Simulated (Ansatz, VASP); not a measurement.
Si3N2 in VASP and in Ansatz

```
Si N
1.0
     2.86035    0.00000    0.00000
    -1.43017    2.47713    0.00000
     0.00000    0.00000    9.43982
Si N
3 2
Direct
  0.00000 0.00000 0.00000
  0.33333 0.66667 0.76608
  0.66667 0.33333 0.23392
  0.33333 0.66667 0.29756
  0.66667 0.33333 0.70244
```

Alike in both runs: functional PBE; k mesh 18 × 18 × 4; occupations gaussian, width 0.1 eV; no spin polarisation.

Ansatz relaxed the structure, and its values are those at the end. VASP's run is a single point on that final structure, the one shown.

```csv
,VASP,Ansatz
version,VASP 6.6.1,Ansatz 0.2.0
potentials or method,"VASP PAW PBE potentials, release 64 (Si, N), cutoff 520 eV","scalar-relativistic, plane waves, PAW"
valence electrons in the cell,22,22
```

VASP gave:

| Property | Result |
| --- | --- |
| gap on the k mesh at the Fermi level (eV) | none |
| pressure (GPa) | -0.1 |
| rms of the force components (eV/Å) | 0.015 |

**Question.** What did Ansatz give for the same quantities?

**Answer.** gap on the k mesh at the Fermi level (eV): none; pressure (GPa): 0.0; rms of the force components (eV/Å): 0.000.

A gap of «none» marks a metal or a gap that the smearing closes.
